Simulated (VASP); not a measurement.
# Ge (Pmma) in VASP: notebook, part 2 of 3

VASP 6.6.1. Earlier steps stand in the parts before.

### Step 3. Single point, PBEsol (mode 1 (-8.0 1/cm) frozen in, largest displacement +0.250 Å)

INCAR

```
SYSTEM = Ge
PREC = Accurate ; ENCUT = 520
EDIFF = 1E-6 ; ISMEAR = 0
SIGMA = 0.15 ; LREAL = .FALSE.
LASPH = .TRUE. ; NELM = 60
ALGO = Normal ; ISIF = 2
LWAVE = .FALSE. ; LCHARG = .TRUE.
GGA = PS ; LELF = .TRUE.
LVHAR = .TRUE. ; NBANDS = 21
```

KPOINTS

```
Automatic mesh
0
G
  22 22 12
  0 0 0
```

POSCAR

```
Ge
1.0
    0.0000000000      0.0000000000     -2.6427277821
    2.7652112298      0.0000000000      0.0000000000
    0.0000000000     -5.0390024825      0.0000000000
Ge
2
Direct
    0.0000000000      0.4095909935      0.0000000000
    0.0000000000      0.0904090065      0.5000000000
```

Potentials or basis: VASP PAW PBE potentials, release 64 (Ge_d).

Started as:

```sh
cat potpaw_PBE.64/Ge_d/POTCAR > POTCAR
mpirun -np 1 vasp_std > vasp.out
```

OUTCAR:

```text
SYSTEM = Ge
   PREC = Accurate
   ENCUT = 520
   EDIFF = 1E-6
   ISMEAR = 0
   LREAL = .FALSE.
   LASPH = .TRUE.
   NELM = 60
   ISIF = 2
   GGA = PS

 ion  position               nearest neighbor table
   1  0.000  0.410  0.000-   2 2.67   2 2.67
   2  0.000  0.090  0.500-   1 2.67   1 2.67

  LATTYP: Found a simple orthorhombic cell.
 ALAT       =     2.6427277821
 B/A-ratio  =     1.0463473569
 C/A-ratio  =     1.9067429179

  Lattice vectors:

 A1 = (   0.0000000000,   0.0000000000,  -2.6427277821)
 A2 = (   2.7652112298,   0.0000000000,   0.0000000000)
 A3 = (   0.0000000000,  -5.0390024825,   0.0000000000)

Analysis of symmetry for initial positions (statically):
=====================================================================
 Subroutine PRICEL returns:
 Original cell was already a primitive cell.

 Routine SETGRP: Setting up the symmetry group for a
 simple orthorhombic supercell.

 Subroutine GETGRP returns: Found  8 space group operations
 (whereof  4 operations were pure point group operations)
 out of a pool of  8 trial point group operations.

The static configuration has the point symmetry C_2v.
 The point group associated with its full space group is D_2h.

Analysis of symmetry for dynamics (positions and initial velocities):
=====================================================================
 Subroutine PRICEL returns:
 Original cell was already a primitive cell.

 Routine SETGRP: Setting up the symmetry group for a
 simple orthorhombic supercell.

 Subroutine GETGRP returns: Found  8 space group operations
 (whereof  4 operations were pure point group operations)
 out of a pool of  8 trial point group operations.

The dynamic configuration has the point symmetry C_2v.
 The point group associated with its full space group is D_2h.

 Subroutine INISYM returns: Found  8 space group operations
 (whereof  4 operations are pure point group operations),
 and found     1 'primitive' translations

----------------------------------------------------------------------------------------

                                     Primitive cell

  volume of cell :      36.8235

  direct lattice vectors                    reciprocal lattice vectors
     0.000000000  0.000000000 -2.642727782     0.000000000  0.000000000 -0.378396900
     2.765211230  0.000000000  0.000000000     0.361636026  0.000000000  0.000000000
     0.000000000 -5.039002482  0.000000000     0.000000000 -0.198451976  0.000000000

  length of vectors
     2.642727782  2.765211230  5.039002482     0.378396900  0.361636026  0.198451976

  position of ions in fractional coordinates (direct lattice)
     0.000000000  0.409590993  0.000000000
     0.000000000  0.090409007  0.500000000

  ion indices of the primitive-cell ions
   primitive index   ion index
                 1           1
                 2           2

----------------------------------------------------------------------------------------

 KPOINTS: Automatic mesh

Automatic generation of k-mesh.
 Grid dimensions read from file:
 generate k-points for:   22   22   12

 Generating k-lattice:

  Cartesian coordinates                     Fractional coordinates (reciprocal lattice)
     0.000000000  0.000000000 -0.017199859     0.045454545  0.000000000  0.000000000
     0.016438001  0.000000000  0.000000000     0.000000000  0.045454545  0.000000000
     0.000000000 -0.016537665  0.000000000     0.000000000  0.000000000  0.083333333

  Length of vectors
     0.017199859  0.016438001  0.016537665

  Shift w.r.t. Gamma in fractional coordinates (k-lattice)
     0.000000000  0.000000000  0.000000000

 Subroutine IBZKPT returns following result:
 ===========================================

 Found   1008 irreducible k-points:

 Following reciprocal coordinates:
            Coordinates               Weight
  0.000000  0.000000  0.000000      1.000000
  0.045455  0.000000  0.000000      2.000000
  0.090909  0.000000  0.000000      2.000000
  0.136364  0.000000  0.000000      2.000000
  0.181818  0.000000  0.000000      2.000000
  0.227273  0.000000  0.000000      2.000000
[... 16 lines left out ...]
  0.454545  0.045455  0.000000      4.000000
  0.500000  0.045455  0.000000      2.000000
 [... further k-points ...]
   k-points           NKPTS =   1008   k-points in BZ     NKDIM =   1008   number of bands    NBANDS=     21
   number of dos      NEDOS =    301   number of ions     NIONS =      2
   total plane-waves  NPLWV =  19200
   dimension x,y,z NGX =    20 NGY =   24 NGZ =   40
   dimension x,y,z NGXF=    40 NGYF=   48 NGZF=   80
   ions per type =               2
   NGX,Y,Z   is equivalent  to a cutoff of  12.58, 14.43, 13.20 a.u.
   NGXF,Y,Z  is equivalent  to a cutoff of  25.16, 28.86, 26.39 a.u.
 SYSTEM =  Ge
   PREC   = accura    normal or accurate (medium, high low for compatibility)
   ISTART =      0    job   : 0-new  1-cont  2-samecut
   ICHARG =      2    charge: 1-file 2-atom 10-const
   ISPIN  =      1    spin polarized calculation?
   LNONCOLLINEAR =      F non collinear calculations
   LSORBIT =      F    spin-orbit coupling
   LASPH  =      T    aspherical Exc in radial PAW
   ENCUT  =  520.0 eV  38.22 Ry    6.18 a.u.   4.91  5.14  9.37*2*pi/ulx,y,z
   NELM   =     60;   NELMIN=  2; NELMDL= -5     # of ELM steps
   EDIFF  = 0.1E-05   stopping-criterion for ELM
   LREAL  =      F    real-space projection
   EDIFFG = 0.1E-04   stopping-criterion for IOM
   NSW    =      0    number of steps for IOM
   IBRION =     -1    ionic relax: 0-MD 1-quasi-New 2-CG
   NFREE  =      0    steps in history (QN), initial steepest desc. (CG)
   ISIF   =      2    stress and relaxation
   ISYM   =      2    0-nonsym 1-usesym 2-fastsym
   POTIM  = 0.5000    time-step for ionic-motion
   TEBEG  =    0.0;   TEEND  =   0.0 temperature during run
   PSTRESS=    0.0 pullay stress
   NELECT =      28.0000    total number of electrons
   NUPDOWN=      -1.0000    fix difference up-down
   EMIN   =  10.00;   EMAX   =-10.00  energy-range for DOS
   EFERMI =   0.00;   METHOD = LEGACY
   ISMEAR =     0;   SIGMA  =   0.15  broadening in eV -4-tet -1-fermi 0-gaus
   EFERMI_NEDOS =   21; number of points for ismear=-14 and -15
   IALGO  =     38    algorithm
   IMIX   =      4    mixing-type and parameters
     AMIX     =   0.40;   BMIX     =  1.00
     AMIX_MAG =   1.60;   BMIX_MAG =  1.00
  volume/ion in A,a.u.               =      18.41       124.25
  Fermi-wavevector in a.u.,A,eV,Ry     =   1.494236  2.823696 30.378271  2.232740
  Thomas-Fermi vector in A             =   2.606534
   LORBIT       =      0    0 simple, 1 ext, 2 COOP (PROOUT), +10 PAW based schemes
   GGA     = PS    functional components
   LHFCALC =     F    Hartree Fock is set to
   AEXX    =    0.0000 exact exchange contribution
   IVDW    =     0    specifies the selected vdW correction
   LEPSILON=     F    determine dielectric tensor
   LRPA    =     F    only Hartree local field effects (RPA)
 non-spin polarized calculation
 Gauss-broadening in eV      SIGMA  =   0.15
  energy-cutoff  :      520.00
  volume of cell :       36.82
 maximum number of plane-waves:      1016
 NGX is ok and might be reduce to    20
   NGX =  9   NGY = 11   NGZ = 19

 number of electron      27.9999979 magnetization

 Free energy of the ion-electron system (eV)
  ---------------------------------------------------
  ext. energy  EPLUGINS =         0.00000000
  ---------------------------------------------------
  free energy    TOTEN  =        -9.49957249 eV

  energy without entropy =       -9.49036791  energy(sigma->0) =       -9.49497020

 E-fermi :   6.7286     XC(G=0): -11.4881

 val. band max:        6.7261890400   @ k =   0.2727   0.2727   0.2500
 cond. band min:       6.7297320266   @ k =   0.4091   0.5000   0.3333
 fundamental gap:      0.0035429866
 Fermi energy:         6.7286351960

 k-point     1 :       0.0000    0.0000    0.0000
  band No.  band energies     occupation
      1     -17.9891      2.00000
      2     -17.9636      2.00000
      3     -17.9219      2.00000
      4     -17.8204      2.00000
      5     -17.8105      2.00000
      6     -17.7749      2.00000
[... 13 lines left out ...]
     20      18.1856      0.00000
     21      19.7969      0.00000

 k-point     2 :       0.0455    0.0000    0.0000
  band No.  band energies     occupation
      1     -17.9843      2.00000
      2     -17.9604      2.00000
      3     -17.9215      2.00000
      4     -17.8180      2.00000
      5     -17.8104      2.00000
      6     -17.7773      2.00000
[... 520 lines left out ...]
 k-point    24 :       0.5000    0.0455    0.0000
  band No.  band energies     occupation
      1     -17.9063      2.00000
      2     -17.8916      2.00000
      3     -17.8811      2.00000
      4     -17.8015      2.00000
      5     -17.7996      2.00000
      6     -17.7923      2.00000
[... 13 lines left out ...]
     20      19.9281      0.00000
     21      22.6500      0.00000

 [... further k-points ...]
[... 5 lines left out ...]
  --------------------------------------------------------------------------------------
  -------------------------------------------------------------------------------------
  Total        0.0978852      0.5223737     -0.0375300      0.0000000      0.0000000      0.0000000
  in kB        4.2589494     22.7282792     -1.6329179      0.0000000      0.0000000      0.0000000
  external PRESSURE =       8.4514369 kB  Pullay stress =       0.0000000 kB

 VOLUME and BASIS-vectors are now :
 -----------------------------------------------------------------------------
  energy-cutoff  :      520.00
  volume of cell :       36.82
      direct lattice vectors                 reciprocal lattice vectors
     0.000000000  0.000000000 -2.642727782     0.000000000  0.000000000 -0.378396900
     2.765211230  0.000000000  0.000000000     0.361636026  0.000000000  0.000000000
     0.000000000 -5.039002482  0.000000000     0.000000000 -0.198451976  0.000000000

 POSITION                                       TOTAL-FORCE (eV/Angst)
 -----------------------------------------------------------------------------------
      1.13261      0.00000      0.00000         0.068716      0.000000      0.000000
      0.25000     -2.51950      0.00000        -0.068716      0.000000      0.000000
 -----------------------------------------------------------------------------------
    total drift:                                0.000000      0.000000     -0.000000

  FREE ENERGIE OF THE ION-ELECTRON SYSTEM (eV)
  ---------------------------------------------------
  free  energy   TOTEN  =        -9.4995724925 eV

  energy  without entropy=       -9.4903679095  energy(sigma->0) =       -9.49497020
```

OSZICAR:

```text
N       E                     dE             d eps       ncg     rms          rms(c)
DAV:   1     0.174954302841E+03    0.17495E+03   -0.13995E+04 48143   0.385E+03
DAV:   2     0.143736561079E+02   -0.16058E+03   -0.15568E+03 42547   0.595E+02
DAV:   3    -0.889056304875E+01   -0.23264E+02   -0.23060E+02 48240   0.133E+02
DAV:   4    -0.953541861747E+01   -0.64486E+00   -0.64430E+00 47700   0.258E+01
DAV:   5    -0.954482026183E+01   -0.94016E-02   -0.94014E-02 47961   0.339E+00    0.220E+00
DAV:   6    -0.951234474577E+01    0.32476E-01   -0.32133E-02 58039   0.318E+00    0.119E+00
DAV:   7    -0.950006792323E+01    0.12277E-01   -0.17591E-02 57791   0.204E+00    0.138E-01
DAV:   8    -0.949957122132E+01    0.49670E-03   -0.24059E-03 51935   0.905E-01    0.426E-02
DAV:   9    -0.949957239547E+01   -0.11742E-05   -0.63272E-05 53588   0.101E-01    0.855E-03
DAV:  10    -0.949957249250E+01   -0.97029E-07   -0.37955E-06 46556   0.248E-02
   1 F= -.94995725E+01 E0= -.94949702E+01  d E =-.920458E-02
```

stdout:

```text
POSCAR found type information on POSCAR Ge
 POSCAR found :  1 types and       2 ions
 scaLAPACK will be used
 -----------------------------------------------------------------------------
|                                                                             |
|                                                                             |
|     You enforced a specific xc type in the INCAR file but a different       |
|     I HOPE YOU KNOW WHAT YOU ARE DOING!                                     |
|                                                                             |
 -----------------------------------------------------------------------------

 LDA part: xc-table for (Slater+PW92), standard interpolation
 POSCAR, INCAR and KPOINTS ok, starting setup
 FFT: planning ... GRIDC
 FFT: planning ... GRID_SOFT
 FFT: planning ... GRID
 WAVECAR not read
 entering main loop
```

It took 3.2 min on 1 thread of Intel Xeon 6975P-C (Granite Rapids), shared host; peak memory 0.65 GiB.

What came out:

* Free energy: -9.4996 eV
* Pressure: 0.8 GPa
* Largest force: 0.069 eV/Å
* Band gap on the k mesh: zero (band 14 reaches 12.47 eV, above the bottom of band 15 at 4.41 eV)

Forces on the atoms (eV/Å):
```
Ge   0.069  0.000  0.000
Ge  -0.069  0.000  0.000
```

Levels at points of the mesh, in eV from the Fermi level:
| k point | band 10 | band 11 | band 12 | band 13 | band 14 | band 15 | band 16 | band 17 | band 18 | band 19 |
| --- | --- | --- | --- | --- | --- | --- | --- | --- | --- | --- |
| (0.00, 0.00, 0.00) | -24.43 | -13.42 | -8.62 | -5.95 | 5.69 | 6.84 | 6.96 | 8.17 | 10.45 | 10.68 |
| (0.50, 0.00, 0.00) | -24.35 | -9.34 | -6.13 | -4.18 | -2.66 | -2.26 | 3.16 | 8.88 | 10.17 | 11.30 |
| (0.00, 0.50, 0.00) | -24.44 | -9.52 | -7.61 | -3.82 | -2.58 | -2.32 | 0.94 | 10.12 | 12.06 | 13.43 |
| (0.50, 0.50, 0.00) | -24.35 | -5.28 | -3.63 | -2.82 | -1.00 | 0.45 | 0.84 | 0.87 | 4.09 | 4.53 |
| (0.00, 0.00, 0.50) | -24.44 | -11.97 | -11.97 | 0.27 | 0.27 | 6.56 | 6.56 | 8.34 | 8.34 | 10.29 |
| (0.50, 0.00, 0.50) | -24.41 | -7.90 | -7.90 | -4.75 | -4.75 | 3.93 | 3.93 | 8.38 | 8.38 | 9.73 |
| (0.00, 0.50, 0.50) | -24.44 | -8.26 | -8.26 | -5.39 | -5.39 | 3.63 | 3.63 | 7.97 | 7.97 | 11.07 |
| (0.50, 0.50, 0.50) | -24.36 | -3.90 | -3.90 | -2.00 | -2.00 | -1.88 | -1.88 | 3.63 | 3.63 | 7.00 |

Caveat: the cell differs from its parent crystal (mode 1 (-8.0 1/cm) frozen in, largest displacement +0.250 Å); the PAW data sets were made with another functional, which shifts forces and pressure a little.

(Continued in part 3 of 3.)
